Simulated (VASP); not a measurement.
# Ta (P2_1/m) in VASP: single point with PBEsol

Aim: the single point of Ta with PBEsol.

All numbers are computed with VASP 6.6.1; they aren't measurements. Logs are shortened: lines on timing, memory, paths and dates and some standing lists are left out, and cuts for length are marked.

## (1) The cell of the first run

It takes space group P2_1/m (No. 11, monoclinic). The conventional cell has a = 2.830 Å, b = 5.091 Å, c = 2.867 Å, α = 90.00°, β = 118.71°, γ = 90.00°. Ta (site symmetry m) has 12 Ta at 2.83 to 3.05 Å within 3.7 Å.

## (2) Single point, PBEsol (strain -0.0300 x Voigt [0, 0, 0, 0, 0, 1])

INCAR

```
SYSTEM = Ta
ALGO = Fast ; EDIFF = 1E-7
ENCUT = 520 ; GGA = PS
ISIF = 2 ; ISMEAR = 0
LASPH = .TRUE. ; LCHARG = .TRUE.
LELF = .TRUE. ; LREAL = .FALSE.
LVHAR = .TRUE. ; LWAVE = .FALSE.
NBANDS = 18 ; NELM = 60
PREC = Accurate ; SIGMA = 0.15
```

KPOINTS

```
k-points
0
G
  24 24 12
  0 0 0
```

POSCAR

```
Ta
1.0
    2.8669354486     -0.0430040317      0.0000000000
   -1.4707103082      2.5043409454      0.0000000000
    0.0000000000      0.0000000000      5.0914149207
Ta
2
Direct
    0.6666666667      0.3333333333      0.7500000000
    0.3333333333      0.6666666667      0.2500000000
```

Potentials or basis: VASP PAW PBE potentials, release 64 (Ta_pv).

Run with:

```sh
$ cat potpaw_PBE.64/Ta_pv/POTCAR > POTCAR
$ mpirun -np 1 vasp_std > vasp.out
```

OUTCAR:

```text
SYSTEM = Ta
   EDIFF = 1E-7
   ENCUT = 520
   GGA = PS
   ISIF = 2
   ISMEAR = 0
   LASPH = .TRUE.
   LREAL = .FALSE.
   NELM = 60
   PREC = Accurate

 ion  position               nearest neighbor table
   1  0.667  0.333  0.750-   2 3.02   2 3.02   2 3.04   2 3.04   2 3.05   2 3.05
   2  0.333  0.667  0.250-   1 3.02   1 3.02   1 3.04   1 3.04   1 3.05   1 3.05

  LATTYP: Found a simple monoclinic cell.
 ALAT       =     2.8297745574
 B/A-ratio  =     1.7992298742
 C/A-ratio  =     1.0132460741
 COS(beta)  =    -0.4803040536

  Lattice vectors:

 A1 = (   1.3962251404,   2.4613369137,   0.0000000000)
 A2 = (   0.0000000000,   0.0000000000,  -5.0914149207)
 A3 = (  -2.8669354486,   0.0430040317,   0.0000000000)

Analysis of symmetry for initial positions (statically):
=====================================================================
 Subroutine PRICEL returns:
 Original cell was already a primitive cell.

 Routine SETGRP: Setting up the symmetry group for a
 simple monoclinic supercell.

 Subroutine GETGRP returns: Found  4 space group operations
 (whereof  2 operations were pure point group operations)
 out of a pool of  4 trial point group operations.

The static configuration has the point symmetry S_2 .
 The point group associated with its full space group is C_2h.

Analysis of symmetry for dynamics (positions and initial velocities):
=====================================================================
 Subroutine PRICEL returns:
 Original cell was already a primitive cell.

 Routine SETGRP: Setting up the symmetry group for a
 simple monoclinic supercell.

 Subroutine GETGRP returns: Found  4 space group operations
 (whereof  2 operations were pure point group operations)
 out of a pool of  4 trial point group operations.

The dynamic configuration has the point symmetry S_2 .
 The point group associated with its full space group is C_2h.

 Subroutine INISYM returns: Found  4 space group operations
 (whereof  2 operations are pure point group operations),
 and found     1 'primitive' translations

----------------------------------------------------------------------------------------

                                     Primitive cell

  volume of cell :      36.2332

  direct lattice vectors                    reciprocal lattice vectors
[... 85 lines left out ...]
   ENCUT  =  520.0 eV  38.22 Ry    6.18 a.u.   5.33  5.40  9.47*2*pi/ulx,y,z
   NELM   =     60;   NELMIN=  2; NELMDL= -5     # of ELM steps
   EDIFF  = 0.1E-06   stopping-criterion for ELM
   LREAL  =      F    real-space projection
   EDIFFG = 0.1E-05   stopping-criterion for IOM
   NSW    =      0    number of steps for IOM
   IBRION =     -1    ionic relax: 0-MD 1-quasi-New 2-CG
   NFREE  =      0    steps in history (QN), initial steepest desc. (CG)
   ISIF   =      2    stress and relaxation
   ISYM   =      2    0-nonsym 1-usesym 2-fastsym
   POTIM  = 0.5000    time-step for ionic-motion
   TEBEG  =    0.0;   TEEND  =   0.0 temperature during run
   PSTRESS=    0.0 pullay stress
   NELECT =      22.0000    total number of electrons
   NUPDOWN=      -1.0000    fix difference up-down
   EMIN   =  10.00;   EMAX   =-10.00  energy-range for DOS
   EFERMI =   0.00;   METHOD = LEGACY
   ISMEAR =     0;   SIGMA  =   0.15  broadening in eV -4-tet -1-fermi 0-gaus
   EFERMI_NEDOS =   21; number of points for ismear=-14 and -15
   IALGO  =     68    algorithm
   IMIX   =      4    mixing-type and parameters
     AMIX     =   0.40;   BMIX     =  1.00
     AMIX_MAG =   1.60;   BMIX_MAG =  1.00
  volume/ion in A,a.u.               =      18.12       122.26
  Fermi-wavevector in a.u.,A,eV,Ry     =   1.386266  2.619663 26.146780  1.921734
  Thomas-Fermi vector in A             =   2.510598
   LORBIT       =      0    0 simple, 1 ext, 2 COOP (PROOUT), +10 PAW based schemes
   GGA     = PS    functional components
   LHFCALC =     F    Hartree Fock is set to
   AEXX    =    0.0000 exact exchange contribution
   IVDW    =     0    specifies the selected vdW correction
   LEPSILON=     F    determine dielectric tensor
   LRPA    =     F    only Hartree local field effects (RPA)
 non-spin polarized calculation
 RMM-DIIS sequential band-by-band and
 Gauss-broadening in eV      SIGMA  =   0.15
  energy-cutoff  :      520.00
  volume of cell :       36.23
 maximum number of plane-waves:       992
 NGX is ok and might be reduce to    24
   NGX = 11   NGY = 11   NGZ = 19

 number of electron      22.0000001 magnetization

 Free energy of the ion-electron system (eV)
  ---------------------------------------------------
  ext. energy  EPLUGINS =         0.00000000
  ---------------------------------------------------
  free energy    TOTEN  =       -24.52023830 eV

  energy without entropy =      -24.49170926  energy(sigma->0) =      -24.50597378

 E-fermi :   5.6891     XC(G=0): -12.6861

 val. band max:        5.6890354654   @ k =  -0.3750   0.3333   0.0000
 cond. band min:       5.6891145829   @ k =   0.2083   0.3333   0.3333
 fundamental gap:      0.0000791174
 Fermi energy:         5.6890777401

 k-point     1 :       0.0000    0.0000    0.0000
  band No.  band energies     occupation
      1     -28.8031      2.00000
      2     -27.8662      2.00000
      3     -27.7831      2.00000
      4     -27.7135      2.00000
      5     -27.6885      2.00000
      6     -27.6190      2.00000
[... 481 lines left out ...]
      5     -28.0033      2.00000
      6     -27.9400      2.00000
[... 10 lines left out ...]
     17      12.7002      0.00000
     18      14.2992      0.00000

 [... further k-points ...]

------------------------ aborting loop because EDIFF is reached ----------------------------------------

  FORCE on cell =-STRESS in cart. coord.  units (eV):
  Direction    XX          YY          ZZ          XY          YZ          ZX
  --------------------------------------------------------------------------------------
  -------------------------------------------------------------------------------------
  Total        0.0634999      0.0595198     -0.0119812      0.2087169      0.0000000      0.0000000
  in kB        2.8078672      2.6318733     -0.5297912      9.2291364      0.0000000      0.0000000
  external PRESSURE =       1.6366498 kB  Pullay stress =       0.0000000 kB

 VOLUME and BASIS-vectors are now :
 -----------------------------------------------------------------------------
  energy-cutoff  :      520.00
  volume of cell :       36.23
      direct lattice vectors                 reciprocal lattice vectors
     2.866935449 -0.043004032  0.000000000     0.351904419  0.206660941  0.000000000
    -1.470710308  2.504340945  0.000000000     0.006042831  0.402855392  0.000000000
     0.000000000  0.000000000  5.091414921     0.000000000  0.000000000  0.196409056

 POSITION                                       TOTAL-FORCE (eV/Angst)
 -----------------------------------------------------------------------------------
      1.42105      0.80611      3.81856        -0.150151     -0.001672     -0.000000
     -0.02483      1.65523      1.27285         0.150151      0.001672      0.000000
 -----------------------------------------------------------------------------------
    total drift:                               -0.000000      0.000000     -0.000000

  FREE ENERGIE OF THE ION-ELECTRON SYSTEM (eV)
  ---------------------------------------------------
  free  energy   TOTEN  =       -24.5202382993 eV

  energy  without entropy=      -24.4917092572  energy(sigma->0) =      -24.50597378
```

OSZICAR:

```text
N       E                     dE             d eps       ncg     rms          rms(c)
DAV:   1     0.168269277411E+03    0.16827E+03   -0.12814E+04 73160   0.127E+03
DAV:   2    -0.212428263888E+02   -0.18951E+03   -0.18638E+03 89224   0.357E+02
DAV:   3    -0.254715789336E+02   -0.42288E+01   -0.41645E+01 87736   0.500E+01
DAV:   4    -0.255024882378E+02   -0.30909E-01   -0.30847E-01 83308   0.442E+00
DAV:   5    -0.255027021023E+02   -0.21386E-03   -0.21385E-03 82334   0.355E-01    0.192E+01
RMM:   6    -0.247571931879E+02    0.74551E+00   -0.69410E-01 74258   0.618E+00    0.932E+00
RMM:   7    -0.245196326759E+02    0.23756E+00   -0.85728E-01 82497   0.635E+00    0.474E-01
RMM:   8    -0.245196096831E+02    0.22993E-04   -0.44478E-02 89643   0.157E+00    0.478E-01
RMM:   9    -0.245206461819E+02   -0.10365E-02   -0.10962E-02 91572   0.650E-01    0.306E-01
RMM:  10    -0.245202298714E+02    0.41631E-03   -0.30093E-03 80298   0.416E-01    0.987E-02
RMM:  11    -0.245202300150E+02   -0.14356E-06   -0.29687E-04 96797   0.136E-01    0.269E-02
RMM:  12    -0.245202365065E+02   -0.64915E-05   -0.63038E-05100356   0.574E-02    0.199E-02
RMM:  13    -0.245202373889E+02   -0.88249E-06   -0.90980E-06104135   0.189E-02    0.135E-02
RMM:  14    -0.245202379868E+02   -0.59785E-06   -0.17128E-06 90638   0.897E-03    0.842E-03
RMM:  15    -0.245202382799E+02   -0.29310E-06   -0.56299E-07 61847   0.466E-03    0.261E-03
RMM:  16    -0.245202384216E+02   -0.14171E-06   -0.76406E-08 48872   0.182E-03    0.379E-03
RMM:  17    -0.245202383157E+02    0.10593E-06   -0.20077E-08 44170   0.923E-04    0.144E-03
RMM:  18    -0.245202382993E+02    0.16379E-07   -0.23247E-08 43146   0.105E-03
   1 F= -.24520238E+02 E0= -.24505974E+02  d E =-.285290E-01
```

stdout:

```text
POSCAR found type information on POSCAR Ta
 POSCAR found :  1 types and       2 ions
 scaLAPACK will be used
 -----------------------------------------------------------------------------
|                                                                             |
|                                                                             |
|     You enforced a specific xc type in the INCAR file but a different       |
[... 20 lines left out ...]
WARNING in EDDRMM: call to ZHEGV failed, returncode =   6  3     18
WARNING in EDDRMM: call to ZHEGV failed, returncode =   6  3     16
WARNING in EDDRMM: call to ZHEGV failed, returncode =   8  4     17
WARNING in EDDRMM: call to ZHEGV failed, returncode =   8  4     17
WARNING in EDDRMM: call to ZHEGV failed, returncode =   8  4     18
WARNING in EDDRMM: call to ZHEGV failed, returncode =   8  4     18
WARNING in EDDRMM: call to ZHEGV failed, returncode =   8  4     18
```

It took 16 min on 1 thread of AMD EPYC 9R45 (Zen 5), shared host; peak memory 1 GiB.

What came out:

```yaml
Free_energy: -24.5202 eV
Pressure: 0.2 GPa
Largest_force: 0.150 eV/Å
Band_gap_on_the_k_mesh: zero (bands 11 and 12 overlap by 2.56 eV)
```

Forces in eV/Å, atoms in the order of the input:
```
Ta  -0.150 -0.002  0.000
Ta   0.150  0.002  0.000
```

Caveat: the cell differs from its parent crystal (strain -0.0300 x Voigt [0, 0, 0, 0, 0, 1]); the PAW data sets were made with another functional, which shifts forces and pressure a little; spin-orbit coupling is left out, which moves the levels of the heavy elements.
